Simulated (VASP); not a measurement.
# AlP (F-43m) in VASP: notebook

The runs below take AlP through single point, with PBE.

Program: VASP 6.6.1. These are calculated values, not measurements. Logs are shortened: lines on timing, memory, paths and dates and some standing lists are left out, and cuts for length are marked.

**1. The cell of the first run**

Symmetry: F-43m, No. 216, cubic system. The conventional cell has a = 5.259 Å, b = 5.259 Å, c = 5.259 Å, α = 90.00°, β = 90.00°, γ = 90.00°. Al (site symmetry -43m) has 4 P at 2.28 Å within 3.0 Å. Within 3.0 Å of P (site symmetry -43m) lie 4 Al at 2.28 Å.

**2. Single point, PBE (strain -4.0%)**

File INCAR:

```
SYSTEM = AlP
  PREC = Accurate
  ENCUT = 500
  EDIFF = 1E-6
  ISMEAR = 0
  SIGMA = 0.01
  LREAL = .FALSE.
  LASPH = .TRUE.
  NELM = 120
  ALGO = Normal
  ISIF = 2
  LWAVE = .FALSE.
  LCHARG = .FALSE.
  GGA = PE
  NBANDS = 11
  GGA_COMPAT = .FALSE.
```

File KPOINTS:

```
Automatic mesh
0
G
  4 4 4
  0 0 0
```

File POSCAR:

```
AlP
1.0
    0.0000000000      2.6296869183      2.6296869183
    2.6296869183      0.0000000000      2.6296869183
    2.6296869183      2.6296869183      0.0000000000
Al P
1 1
Direct
    0.0000000000      0.0000000000      0.0000000000
    0.2500000000      0.2500000000      0.2500000000
```

Potentials or basis: VASP PAW PBE potentials, release 64 (Al, P).

Run with:

```
$ cat potpaw_PBE.64/Al/POTCAR potpaw_PBE.64/P/POTCAR > POTCAR
$ mpirun -np 1 vasp_std > vasp.out
```

OUTCAR:

```text
SYSTEM = AlP
   PREC = Accurate
   ENCUT = 500
   EDIFF = 1E-6
   ISMEAR = 0
   LREAL = .FALSE.
   LASPH = .TRUE.
   NELM = 120
   ISIF = 2
   GGA = PE

 ion  position               nearest neighbor table
   1  0.000  0.000  0.000-   2 2.28   2 2.28   2 2.28   2 2.28
   2  0.250  0.250  0.250-   1 2.28   1 2.28   1 2.28   1 2.28

  LATTYP: Found a face centered cubic cell.
 ALAT       =     5.2593738366

  Lattice vectors:

 A1 = (   0.0000000000,   2.6296869183,   2.6296869183)
 A2 = (   2.6296869183,   0.0000000000,   2.6296869183)
 A3 = (   2.6296869183,   2.6296869183,   0.0000000000)

Analysis of symmetry for initial positions (statically):
=====================================================================
 Subroutine PRICEL returns:
 Original cell was already a primitive cell.

 Routine SETGRP: Setting up the symmetry group for a
 face centered cubic supercell.

 Subroutine GETGRP returns: Found 24 space group operations
 (whereof 24 operations were pure point group operations)
 out of a pool of 48 trial point group operations.

The static configuration has the point symmetry T_d .

Analysis of symmetry for dynamics (positions and initial velocities):
=====================================================================
 Subroutine PRICEL returns:
 Original cell was already a primitive cell.

 Routine SETGRP: Setting up the symmetry group for a
 face centered cubic supercell.

 Subroutine GETGRP returns: Found 24 space group operations
 (whereof 24 operations were pure point group operations)
 out of a pool of 48 trial point group operations.

The dynamic configuration has the point symmetry T_d .

 Subroutine INISYM returns: Found 24 space group operations
 (whereof 24 operations are pure point group operations),
 and found     1 'primitive' translations

----------------------------------------------------------------------------------------

                                     Primitive cell

  volume of cell :      36.3699

  direct lattice vectors                    reciprocal lattice vectors
     0.000000000  2.629686918  2.629686918    -0.190136703  0.190136703  0.190136703
     2.629686918  0.000000000  2.629686918     0.190136703 -0.190136703  0.190136703
     2.629686918  2.629686918  0.000000000     0.190136703  0.190136703 -0.190136703

  length of vectors
     3.718938905  3.718938905  3.718938905     0.329326430  0.329326430  0.329326430

  position of ions in fractional coordinates (direct lattice)
     0.000000000  0.000000000  0.000000000
     0.250000000  0.250000000  0.250000000

  ion indices of the primitive-cell ions
   primitive index   ion index
                 1           1
                 2           2

----------------------------------------------------------------------------------------

 KPOINTS: Automatic mesh

Automatic generation of k-mesh.
 Grid dimensions read from file:
 generate k-points for:    4    4    4

 Generating k-lattice:

  Cartesian coordinates                     Fractional coordinates (reciprocal lattice)
    -0.047534176  0.047534176  0.047534176     0.250000000  0.000000000  0.000000000
     0.047534176 -0.047534176  0.047534176     0.000000000  0.250000000  0.000000000
     0.047534176  0.047534176 -0.047534176     0.000000000  0.000000000  0.250000000

  Length of vectors
     0.082331607  0.082331607  0.082331607

  Shift w.r.t. Gamma in fractional coordinates (k-lattice)
     0.000000000  0.000000000  0.000000000

 Subroutine IBZKPT returns following result:
 ===========================================

 Found      8 irreducible k-points:

 Following reciprocal coordinates:
            Coordinates               Weight
  0.000000  0.000000  0.000000      1.000000
  0.250000  0.000000  0.000000      8.000000
  0.500000  0.000000  0.000000      4.000000
  0.250000  0.250000  0.000000      6.000000
  0.500000  0.250000  0.000000     24.000000
 -0.250000  0.250000  0.000000     12.000000
  0.500000  0.500000  0.000000      3.000000
 -0.250000  0.500000  0.250000      6.000000
   k-points           NKPTS =      8   k-points in BZ     NKDIM =      8   number of bands    NBANDS=     11
   number of dos      NEDOS =    301   number of ions     NIONS =      2
   total plane-waves  NPLWV =  21952
   dimension x,y,z NGX =    28 NGY =   28 NGZ =   28
   dimension x,y,z NGXF=    56 NGYF=   56 NGZF=   56
   ions per type =               1   1
   NGX,Y,Z   is equivalent  to a cutoff of  12.52, 12.52, 12.52 a.u.
   NGXF,Y,Z  is equivalent  to a cutoff of  25.03, 25.03, 25.03 a.u.
 SYSTEM =  AlP
   PREC   = accura    normal or accurate (medium, high low for compatibility)
   ISTART =      0    job   : 0-new  1-cont  2-samecut
   ICHARG =      2    charge: 1-file 2-atom 10-const
   ISPIN  =      1    spin polarized calculation?
   LNONCOLLINEAR =      F non collinear calculations
   LSORBIT =      F    spin-orbit coupling
   LASPH  =      T    aspherical Exc in radial PAW
   ENCUT  =  500.0 eV  36.75 Ry    6.06 a.u.   6.78  6.78  6.78*2*pi/ulx,y,z
   NELM   =    120;   NELMIN=  2; NELMDL= -5     # of ELM steps
   EDIFF  = 0.1E-05   stopping-criterion for ELM
   LREAL  =      F    real-space projection
   EDIFFG = 0.1E-04   stopping-criterion for IOM
   NSW    =      0    number of steps for IOM
   IBRION =     -1    ionic relax: 0-MD 1-quasi-New 2-CG
   NFREE  =      0    steps in history (QN), initial steepest desc. (CG)
   ISIF   =      2    stress and relaxation
   ISYM   =      2    0-nonsym 1-usesym 2-fastsym
   POTIM  = 0.5000    time-step for ionic-motion
   TEBEG  =    0.0;   TEEND  =   0.0 temperature during run
   PSTRESS=    0.0 pullay stress
   NELECT =       8.0000    total number of electrons
   NUPDOWN=      -1.0000    fix difference up-down
   EMIN   =  10.00;   EMAX   =-10.00  energy-range for DOS
   EFERMI =   0.00;   METHOD = LEGACY
   ISMEAR =     0;   SIGMA  =   0.01  broadening in eV -4-tet -1-fermi 0-gaus
   EFERMI_NEDOS =   21; number of points for ismear=-14 and -15
   IALGO  =     38    algorithm
   IMIX   =      4    mixing-type and parameters
     AMIX     =   0.40;   BMIX     =  1.00
     AMIX_MAG =   1.60;   BMIX_MAG =  1.00
  volume/ion in A,a.u.               =      18.18       122.72
  Fermi-wavevector in a.u.,A,eV,Ry     =   0.988229  1.867481 13.287394  0.976596
  Thomas-Fermi vector in A             =   2.119740
   LORBIT       =      0    0 simple, 1 ext, 2 COOP (PROOUT), +10 PAW based schemes
   GGA     = PE    functional components
   LHFCALC =     F    Hartree Fock is set to
   AEXX    =    0.0000 exact exchange contribution
   IVDW    =     0    specifies the selected vdW correction
   LEPSILON=     F    determine dielectric tensor
   LRPA    =     F    only Hartree local field effects (RPA)
 non-spin polarized calculation
 Gauss-broadening in eV      SIGMA  =   0.01
  energy-cutoff  :      500.00
  volume of cell :       36.37
 maximum number of plane-waves:       941
   NGX = 13   NGY = 13   NGZ = 13

 number of electron       8.0000001 magnetization

 Free energy of the ion-electron system (eV)
  ---------------------------------------------------
  ext. energy  EPLUGINS =         0.00000000
  ---------------------------------------------------
  free energy    TOTEN  =       -10.04261865 eV

  energy without entropy =      -10.04261865  energy(sigma->0) =      -10.04261865

 E-fermi :   5.7587     XC(G=0):  -9.6353

 val. band max:        5.7066268404   @ k =   0.0000   0.0000   0.0000
 cond. band min:       7.0116287342   @ k =   0.5000   0.5000   0.0000
 fundamental gap:      1.3050018938
 Fermi energy:         5.7587156523

 k-point     1 :       0.0000    0.0000    0.0000
  band No.  band energies     occupation
      1      -6.4891      2.00000
      2       5.7066      2.00000
      3       5.7066      2.00000
      4       5.7066      2.00000
      5       9.9908      0.00000
      6      10.3935      0.00000
      7      10.3935      0.00000
      8      10.3935      0.00000
      9      14.6370      0.00000
     10      14.6370      0.00000
     11      16.8013      0.00000

 k-point     2 :       0.2500    0.0000    0.0000
  band No.  band energies     occupation
      1      -5.7370      2.00000
      2       2.3036      2.00000
      3       5.2187      2.00000
      4       5.2187      2.00000
      5       9.4546      0.00000
      6      10.9870      0.00000
      7      10.9870      0.00000
      8      13.3988      0.00000
      9      14.1335      0.00000
     10      14.1335      0.00000
     11      16.5434      0.00000

 k-point     3 :       0.5000    0.0000    0.0000
  band No.  band energies     occupation
      1      -4.5099      2.00000
      2      -0.3710      2.00000
      3       4.8742      2.00000
      4       4.8742      2.00000
      5       8.9264      0.00000
      6      10.5102      0.00000
      7      10.5102      0.00000
      8      14.2502      0.00000
      9      17.5808      0.00000
     10      17.5808      0.00000
     11      18.5984      0.00000

 k-point     4 :       0.2500    0.2500    0.0000
  band No.  band energies     occupation
      1      -5.4790      2.00000
      2       2.7421      2.00000
      3       4.2527      2.00000
      4       4.2527      2.00000
      5       8.5477      0.00000
      6       9.8277      0.00000
      7      13.1936      0.00000
      8      13.1936      0.00000
      9      14.6122      0.00000
     10      15.9089      0.00000
     11      20.3163      0.00000

 k-point     5 :       0.5000    0.2500    0.0000
  band No.  band energies     occupation
      1      -4.2116      2.00000
      2       0.4186      2.00000
      3       2.7302      2.00000
      4       3.9744      2.00000
      5       8.4061      0.00000
      6      11.1856      0.00000
      7      13.0738      0.00000
      8      13.1809      0.00000
      9      17.3126      0.00000
     10      17.7584      0.00000
     11      19.7407      0.00000

 k-point     6 :      -0.2500    0.2500    0.0000
  band No.  band energies     occupation
      1      -4.6786      2.00000
      2       1.0691      2.00000
      3       2.5166      2.00000
      4       4.7768      2.00000
      5       9.5574      0.00000
      6      12.0945      0.00000
      7      12.1428      0.00000
      8      12.9659      0.00000
      9      13.3801      0.00000
     10      17.5362      0.00000
     11      19.8593      0.00000

 k-point     7 :       0.5000    0.5000    0.0000
  band No.  band energies     occupation
      1      -3.7216      2.00000
      2      -0.0231      2.00000
      3       3.3549      2.00000
      4       3.3549      2.00000
      5       7.0116      0.00000
      6       8.0896      0.00000
      7      17.7256      0.00000
      8      17.7256      0.00000
      9      18.2688      0.00000
     10      18.2688      0.00000
     11      18.9940      0.00000

 k-point     8 :      -0.2500    0.5000    0.2500
  band No.  band energies     occupation
      1      -3.6509      2.00000
      2       0.4718      2.00000
      3       2.0772      2.00000
      4       2.4873      2.00000
      5      10.0205      0.00000
      6      11.8953      0.00000
      7      12.1733      0.00000
      8      12.4341      0.00000
      9      17.8906      0.00000
     10      18.2802      0.00000
     11      19.9548      0.00000

------------------------ aborting loop because EDIFF is reached ----------------------------------------

  FORCE on cell =-STRESS in cart. coord.  units (eV):
  Direction    XX          YY          ZZ          XY          YZ          ZX
  --------------------------------------------------------------------------------------
  -------------------------------------------------------------------------------------
  Total        3.5643065      3.5643065      3.5643065      0.0000000      0.0000000      0.0000000
  in kB      157.0158500    157.0158500    157.0158500      0.0000000      0.0000000      0.0000000
  external PRESSURE =     157.0158500 kB  Pullay stress =       0.0000000 kB

 VOLUME and BASIS-vectors are now :
 -----------------------------------------------------------------------------
  energy-cutoff  :      500.00
  volume of cell :       36.37
      direct lattice vectors                 reciprocal lattice vectors
     0.000000000  2.629686918  2.629686918    -0.190136703  0.190136703  0.190136703
     2.629686918  0.000000000  2.629686918     0.190136703 -0.190136703  0.190136703
     2.629686918  2.629686918  0.000000000     0.190136703  0.190136703 -0.190136703

 POSITION                                       TOTAL-FORCE (eV/Angst)
 -----------------------------------------------------------------------------------
      0.00000      0.00000      0.00000         0.000000      0.000000      0.000000
      1.31484      1.31484      1.31484        -0.000000     -0.000000     -0.000000
 -----------------------------------------------------------------------------------
    total drift:                                0.000000      0.000000      0.000000

  FREE ENERGIE OF THE ION-ELECTRON SYSTEM (eV)
  ---------------------------------------------------
  free  energy   TOTEN  =       -10.0426186509 eV

  energy  without entropy=      -10.0426186509  energy(sigma->0) =      -10.04261865
```

It took 5.8 s on 1 thread of Intel Xeon 8259CL, shared host; peak memory 0.14 GiB.

Results:

| Quantity | Value |
| --- | --- |
| Free energy | -10.0426 eV |
| Pressure | 15.7 GPa |
| Band gap on the k mesh | 1.30 eV, indirect (least direct gap 3.66 eV) |

Caveat: the k points lie up to 0.52 Å⁻¹ apart; the cell differs from its parent crystal (strain -4.0%). A k mesh can miss the band edges.

(Continued in part 2 of 2.)
